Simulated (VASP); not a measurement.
# MnOsC4N4 (P-43m) in VASP: single point with PBE

Aim: the single point of MnOsC4N4 with PBE.

Program: VASP 6.6.1. These are calculated values, not measurements. Logs are shortened: lines on timing, memory, paths and dates and some standing lists are left out, and cuts for length are marked.

### 1 The cell of the first run

Symmetry: P-43m, No. 215, cubic system. The conventional cell has a = 5.844 Å, b = 5.844 Å, c = 5.844 Å, α = 90.00°, β = 90.00°, γ = 90.00°. Mn (site symmetry -43m) has 4 N at 1.95 Å within 2.6 Å. Os (site symmetry -43m) has 4 C at 1.93 Å within 2.6 Å. C (site symmetry 3m) has 1 N at 1.19 Å within 1.6 Å. Within 1.6 Å of N (site symmetry 3m) lie 1 C at 1.19 Å.

### 2 Single point, PBE, collinear spin

File INCAR:

```
SYSTEM = MnOsC4N4
PREC     = Accurate       ! precision mode
ENCUT    = 520            ! plane-wave cutoff, eV
EDIFF    = 1E-6           ! SCF threshold, eV
ISMEAR   = 0              ! smearing method
SIGMA    = 0.1            ! smearing width, eV
LREAL    = .False.        ! projectors in reciprocal space
LASPH    = .True.         ! aspherical terms in the spheres
NELM     = 150            ! most SCF steps
ALGO     = Normal         ! electronic algorithm
ISIF     = 2              ! what is computed and relaxed
LWAVE    = .False.        ! write WAVECAR
LCHARG   = .True.         ! write CHGCAR
ISPIN    = 2              ! spin polarisation
MAGMOM   = 3.6 -0.26 0 0 0 0 0 0 0 0 ! initial moments
LORBIT   = 11             ! projections on sites
LMAXMIX  = 4              ! l up to which the mixer works
GGA      = PE             ! functional
LELF     = .True.         ! ELF
LVHAR    = .True.       
NBANDS   = 44             ! bands
```

File KPOINTS:

```
regular mesh
0
Gamma
  6 6 6
  0 0 0
```

File POSCAR:

```
MnOsC4N4
1.0
    5.8442865444      0.0000000000      0.0000000000
    0.0000000000      5.8442865444      0.0000000000
    0.0000000000      0.0000000000      5.8442865444
Mn Os C N
1 1 4 4
Direct
    0.5000000000      0.5000000000      0.5000000000
    0.0000000000      0.0000000000      0.0000000000
    0.1903888307      0.1903888307      0.1903888307
    0.1903888307      0.8096111693      0.8096111693
    0.8096111693      0.1903888307      0.8096111693
    0.8096111693      0.8096111693      0.1903888307
    0.3078250666      0.3078250666      0.3078250666
    0.3078250666      0.6921749334      0.6921749334
    0.6921749334      0.3078250666      0.6921749334
    0.6921749334      0.6921749334      0.3078250666
```

Potentials or basis: VASP PAW PBE potentials, release 64 (Mn_pv, Os, C, N).

Command:

```console
cat potpaw_PBE.64/Mn_pv/POTCAR potpaw_PBE.64/Os/POTCAR potpaw_PBE.64/C/POTCAR potpaw_PBE.64/N/POTCAR > POTCAR
mpirun -np 1 vasp_std > vasp.out
```

OUTCAR:

```text
SYSTEM = MnOsC4N4
   PREC = Accurate
   ENCUT = 520
   EDIFF = 1E-6
   ISMEAR = 0
   LREAL = .False.
   LASPH = .True.
   NELM = 150
   ISIF = 2
   ISPIN = 2
   LORBIT = 11
   GGA = PE

 ion  position               nearest neighbor table
   1  0.500  0.500  0.500-   7 1.95   8 1.95   9 1.95  10 1.95
   2  0.000  0.000  0.000-   3 1.93   4 1.93   5 1.93   6 1.93
   3  0.190  0.190  0.190-   7 1.19   2 1.93
   4  0.190  0.810  0.810-   8 1.19   2 1.93
   5  0.810  0.190  0.810-   9 1.19   2 1.93
   6  0.810  0.810  0.190-  10 1.19   2 1.93
   7  0.308  0.308  0.308-   3 1.19   1 1.95
   8  0.308  0.692  0.692-   4 1.19   1 1.95
   9  0.692  0.308  0.692-   5 1.19   1 1.95
  10  0.692  0.692  0.308-   6 1.19   1 1.95

  LATTYP: Found a simple cubic cell.
 ALAT       =     5.8442865444

  Lattice vectors:

 A1 = (   5.8442865444,   0.0000000000,   0.0000000000)
 A2 = (   0.0000000000,   5.8442865444,   0.0000000000)
 A3 = (   0.0000000000,   0.0000000000,   5.8442865444)

Analysis of symmetry for initial positions (statically):
=====================================================================
 Subroutine PRICEL returns:
 Original cell was already a primitive cell.

 Routine SETGRP: Setting up the symmetry group for a
 simple cubic supercell.

 Subroutine GETGRP returns: Found 24 space group operations
 (whereof 24 operations were pure point group operations)
 out of a pool of 48 trial point group operations.

The static configuration has the point symmetry T_d .

Analysis of symmetry for dynamics (positions and initial velocities):
=====================================================================
 Subroutine PRICEL returns:
 Original cell was already a primitive cell.

 Routine SETGRP: Setting up the symmetry group for a
 simple cubic supercell.

 Subroutine GETGRP returns: Found 24 space group operations
 (whereof 24 operations were pure point group operations)
 out of a pool of 48 trial point group operations.

The dynamic configuration has the point symmetry T_d .

Analysis of structural, dynamic, and magnetic symmetry:
=====================================================================
 Subroutine PRICEL returns:
 Original cell was already a primitive cell.

 Routine SETGRP: Setting up the symmetry group for a
 simple cubic supercell.

 Subroutine GETGRP returns: Found 24 space group operations
 (whereof 24 operations were pure point group operations)
 out of a pool of 48 trial point group operations.

The overall configuration has the point symmetry T_d .

 Subroutine INISYM returns: Found 24 space group operations
 (whereof 24 operations are pure point group operations),
 and found     1 'primitive' translations

----------------------------------------------------------------------------------------

                                     Primitive cell

  volume of cell :     199.6156

  direct lattice vectors                    reciprocal lattice vectors
     5.844286544  0.000000000  0.000000000     0.171107284  0.000000000  0.000000000
     0.000000000  5.844286544  0.000000000     0.000000000  0.171107284  0.000000000
     0.000000000  0.000000000  5.844286544     0.000000000  0.000000000  0.171107284

  length of vectors
     5.844286544  5.844286544  5.844286544     0.171107284  0.171107284  0.171107284

  position of ions in fractional coordinates (direct lattice)
     0.500000000  0.500000000  0.500000000
     0.000000000  0.000000000  0.000000000
     0.190388831  0.190388831  0.190388831
     0.190388831  0.809611169  0.809611169
     0.809611169  0.190388831  0.809611169
     0.809611169  0.809611169  0.190388831
     0.307825067  0.307825067  0.307825067
     0.307825067  0.692174933  0.692174933
     0.692174933  0.307825067  0.692174933
     0.692174933  0.692174933  0.307825067

  ion indices of the primitive-cell ions
   primitive index   ion index
                 1           1
                 2           2
                 3           3
                 4           4
                 5           5
                 6           6
                 7           7
                 8           8
                 9           9
                10          10

----------------------------------------------------------------------------------------

 KPOINTS: regular mesh

Automatic generation of k-mesh.
 Grid dimensions read from file:
 generate k-points for:    6    6    6

 Generating k-lattice:

  Cartesian coordinates                     Fractional coordinates (reciprocal lattice)
     0.028517881  0.000000000  0.000000000     0.166666667  0.000000000  0.000000000
     0.000000000  0.028517881  0.000000000     0.000000000  0.166666667  0.000000000
     0.000000000  0.000000000  0.028517881     0.000000000  0.000000000  0.166666667

  Length of vectors
     0.028517881  0.028517881  0.028517881

  Shift w.r.t. Gamma in fractional coordinates (k-lattice)
     0.000000000  0.000000000  0.000000000

 Subroutine IBZKPT returns following result:
 ===========================================

 Found     20 irreducible k-points:

 Following reciprocal coordinates:
            Coordinates               Weight
  0.000000  0.000000  0.000000      1.000000
  0.166667  0.000000  0.000000      6.000000
  0.333333  0.000000  0.000000      6.000000
  0.500000  0.000000  0.000000      3.000000
  0.166667  0.166667  0.000000     12.000000
  0.333333  0.166667  0.000000     24.000000
[... 12 lines left out ...]
  0.500000  0.500000  0.333333      6.000000
  0.500000  0.500000  0.500000      1.000000
   k-points           NKPTS =     20   k-points in BZ     NKDIM =     20   number of bands    NBANDS=     44
   number of dos      NEDOS =    301   number of ions     NIONS =     10
   total plane-waves  NPLWV = 110592
   dimension x,y,z NGX =    48 NGY =   48 NGZ =   48
   dimension x,y,z NGXF=    96 NGYF=   96 NGZF=   96
   ions per type =               1   1   4   4
   NGX,Y,Z   is equivalent  to a cutoff of  13.65, 13.65, 13.65 a.u.
   NGXF,Y,Z  is equivalent  to a cutoff of  27.31, 27.31, 27.31 a.u.
 SYSTEM =  MnOsC4N4
   PREC   = accura    normal or accurate (medium, high low for compatibility)
   ISTART =      0    job   : 0-new  1-cont  2-samecut
   ICHARG =      2    charge: 1-file 2-atom 10-const
   ISPIN  =      2    spin polarized calculation?
   LNONCOLLINEAR =      F non collinear calculations
   LSORBIT =      F    spin-orbit coupling
   LASPH  =      T    aspherical Exc in radial PAW
   ENCUT  =  520.0 eV  38.22 Ry    6.18 a.u.  10.87 10.87 10.87*2*pi/ulx,y,z
   NELM   =    150;   NELMIN=  2; NELMDL= -5     # of ELM steps
   EDIFF  = 0.1E-05   stopping-criterion for ELM
   LREAL  =      F    real-space projection
   EDIFFG = 0.1E-04   stopping-criterion for IOM
   NSW    =      0    number of steps for IOM
   IBRION =     -1    ionic relax: 0-MD 1-quasi-New 2-CG
   NFREE  =      0    steps in history (QN), initial steepest desc. (CG)
   ISIF   =      2    stress and relaxation
   ISYM   =      2    0-nonsym 1-usesym 2-fastsym
   POTIM  = 0.5000    time-step for ionic-motion
   TEBEG  =    0.0;   TEEND  =   0.0 temperature during run
   PSTRESS=    0.0 pullay stress
   NELECT =      57.0000    total number of electrons
   NUPDOWN=      -1.0000    fix difference up-down
   EMIN   =  10.00;   EMAX   =-10.00  energy-range for DOS
   EFERMI =   0.00;   METHOD = LEGACY
   ISMEAR =     0;   SIGMA  =   0.10  broadening in eV -4-tet -1-fermi 0-gaus
   EFERMI_NEDOS =   21; number of points for ismear=-14 and -15
   IALGO  =     38    algorithm
   IMIX   =      4    mixing-type and parameters
     AMIX     =   0.40;   BMIX     =  1.00
     AMIX_MAG =   1.60;   BMIX_MAG =  1.00
  volume/ion in A,a.u.               =      19.96       134.71
  Fermi-wavevector in a.u.,A,eV,Ry     =   1.078040  2.037201 15.812291  1.162171
  Thomas-Fermi vector in A             =   2.213968
   LORBIT       =     11    0 simple, 1 ext, 2 COOP (PROOUT), +10 PAW based schemes
   GGA     = PE    functional components
   LHFCALC =     F    Hartree Fock is set to
   AEXX    =    0.0000 exact exchange contribution
   IVDW    =     0    specifies the selected vdW correction
   LEPSILON=     F    determine dielectric tensor
   LRPA    =     F    only Hartree local field effects (RPA)
 spin polarized calculation
 Gauss-broadening in eV      SIGMA  =   0.10
  energy-cutoff  :      520.00
  volume of cell :      199.62
 maximum number of plane-waves:      5449
 NGX is ok and might be reduce to    48
   NGX = 21   NGY = 21   NGZ = 21

 number of electron      56.9999985 magnetization       0.0002469

 number of electron      56.9999985 magnetization      -0.0007519

 Free energy of the ion-electron system (eV)
  ---------------------------------------------------
  ext. energy  EPLUGINS =         0.00000000
  ---------------------------------------------------
  free energy    TOTEN  =       -84.78577985 eV

  energy without entropy =      -84.75839863  energy(sigma->0) =      -84.77208924

 E-fermi :  -0.2951     XC(G=0):  -7.5099

 val. band max:       -0.3232347373   @ k =   0.5000   0.3333   0.0000
 cond. band min:      -0.2905870019   @ k =   0.5000   0.3333   0.3333
 fundamental gap:      0.0326477354
 Fermi energy:        -0.2951234160

 spin component 1

 k-point     1 :       0.0000    0.0000    0.0000
  band No.  band energies     occupation
      1     -48.7953      1.00000
      2     -48.7953      1.00000
      3     -48.7953      1.00000
      4     -18.4670      1.00000
      5     -18.3291      1.00000
      6     -18.3291      1.00000
[... 32 lines left out ...]
     39       5.1335      0.00000
[... 816 lines left out ...]
     39       5.1830      0.00000
     40       5.4154      0.00000
 Fermi energy:        -0.2951234160

 spin component 2

 k-point     1 :       0.0000    0.0000    0.0000
  band No.  band energies     occupation
      1     -48.7958      1.00000
      2     -48.7958      1.00000
      3     -48.7958      1.00000
      4     -18.4671      1.00000
      5     -18.3291      1.00000
      6     -18.3291      1.00000
[... 32 lines left out ...]
     39       5.1334      0.00000
[... 816 lines left out ...]
     39       5.1828      0.00000
     40       5.4154      0.00000
 [bands above 40 left out]

------------------------ aborting loop because EDIFF is reached ----------------------------------------

  FORCE on cell =-STRESS in cart. coord.  units (eV):
  Direction    XX          YY          ZZ          XY          YZ          ZX
  --------------------------------------------------------------------------------------
  -------------------------------------------------------------------------------------
  Total       -4.7641487     -4.7641487     -4.7641487     -0.0000000      0.0000000      0.0000000
  in kB      -38.2385477    -38.2385477    -38.2385477     -0.0000000      0.0000000      0.0000000
  external PRESSURE =     -38.2385477 kB  Pullay stress =       0.0000000 kB

 VOLUME and BASIS-vectors are now :
 -----------------------------------------------------------------------------
  energy-cutoff  :      520.00
  volume of cell :      199.62
      direct lattice vectors                 reciprocal lattice vectors
     5.844286544  0.000000000  0.000000000     0.171107284  0.000000000  0.000000000
     0.000000000  5.844286544  0.000000000     0.000000000  0.171107284  0.000000000
     0.000000000  0.000000000  5.844286544     0.000000000  0.000000000  0.171107284

 POSITION                                       TOTAL-FORCE (eV/Angst)
 -----------------------------------------------------------------------------------
      2.92214      2.92214      2.92214        -0.000000     -0.000000     -0.000000
      0.00000      0.00000      0.00000        -0.000000      0.000000     -0.000000
      1.11269      1.11269      1.11269        -0.620539     -0.620539     -0.620539
      1.11269      4.73160      4.73160        -0.620539      0.620539      0.620539
      4.73160      1.11269      4.73160         0.620539     -0.620539      0.620539
      4.73160      4.73160      1.11269         0.620539      0.620539     -0.620539
      1.79902      1.79902      1.79902         1.655745      1.655745      1.655745
      1.79902      4.04527      4.04527         1.655745     -1.655745     -1.655745
      4.04527      1.79902      4.04527        -1.655745      1.655745     -1.655745
      4.04527      4.04527      1.79902        -1.655745     -1.655745      1.655745
 -----------------------------------------------------------------------------------
    total drift:                               -0.000000     -0.000000     -0.000000

  FREE ENERGIE OF THE ION-ELECTRON SYSTEM (eV)
  ---------------------------------------------------
  free  energy   TOTEN  =       -84.7857798454 eV

  energy  without entropy=      -84.7583986303  energy(sigma->0) =      -84.77208924

 total charge

# of ion       s       p       d       tot
------------------------------------------
    1        0.286   6.309   4.988  11.582
    2        0.721   0.862   6.181   7.764
    3        0.935   1.647   0.000   2.582
    4        0.935   1.647   0.000   2.582
    5        0.935   1.647   0.000   2.582
    6        0.935   1.647   0.000   2.582
    7        1.289   2.567   0.000   3.856
    8        1.289   2.567   0.000   3.856
    9        1.289   2.567   0.000   3.856
   10        1.289   2.567   0.000   3.856
--------------------------------------------------
tot          9.902  24.028  11.169  45.098

 magnetization (x)

# of ion       s       p       d       tot
------------------------------------------
    1       -0.000  -0.000  -0.001  -0.001
    2        0.000   0.000   0.000   0.000
    3       -0.000  -0.000   0.000  -0.000
    4       -0.000  -0.000   0.000  -0.000
    5       -0.000  -0.000   0.000  -0.000
    6       -0.000  -0.000   0.000  -0.000
    7       -0.000   0.000   0.000   0.000
    8       -0.000   0.000   0.000   0.000
    9       -0.000   0.000   0.000   0.000
   10       -0.000   0.000   0.000   0.000
--------------------------------------------------
tot         -0.000  -0.000  -0.001  -0.001
```

It took 18 min on 1 thread of Intel Xeon 8259CL, shared host; peak memory 0.59 GiB.

Results:

```yaml
Free_energy: -84.7858 eV
Pressure: -3.8 GPa
Largest_force: 2.868 eV/Å
Net_moment: 0.00 μB per cell
Valence_electrons_inside_the_program's_atomic_spheres: Mn 11.58; Os 7.76; C 2.58; N 3.86
```

Forces on the atoms (eV/Å):
```
Mn   0.000  0.000  0.000
Os   0.000  0.000  0.000
C   -0.621 -0.621 -0.621
C   -0.621  0.621  0.621
C    0.621 -0.621  0.621
C    0.621  0.621 -0.621
N    1.656  1.656  1.656
N    1.656 -1.656 -1.656
N   -1.656  1.656 -1.656
N   -1.656 -1.656  1.656
```

Levels at points of the mesh, in eV from the Fermi level:
Spin up:
```
           k point  band 27  band 28  band 29  band 30  band 31  band 32
(0.00, 0.00, 0.00)    -0.42    -0.42    -0.08    -0.08     0.71     0.71
(0.50, 0.00, 0.00)    -0.58    -0.37    -0.37     0.57     0.74     0.97
(0.50, 0.50, 0.00)    -0.58    -0.18    -0.18     0.57     0.79     0.83
(0.50, 0.50, 0.50)    -0.13    -0.13    -0.03    -0.03     0.67     0.67
```
Spin down:
```csv
k point,band 26,band 27,band 28,band 29,band 30,band 31,band 32,band 33
"(0.00, 0.00, 0.00)",-0.42,-0.42,-0.42,-0.08,-0.08,0.71,0.71,0.71
"(0.50, 0.00, 0.00)",-1.14,-0.58,-0.37,-0.37,0.57,0.74,0.97,0.97
"(0.50, 0.50, 0.00)",-1.05,-0.58,-0.18,-0.18,0.57,0.79,0.83,0.83
"(0.50, 0.50, 0.50)",-0.13,-0.13,-0.13,-0.03,-0.03,0.67,0.67,0.67
```

Caveat: the cell stands under tension; the moments typed at the start vanished in this run; spin-orbit coupling is left out, which moves the levels of the heavy elements; forces of over 1 eV/Å act on the atoms, so gaps and moduli don't describe the material at rest.
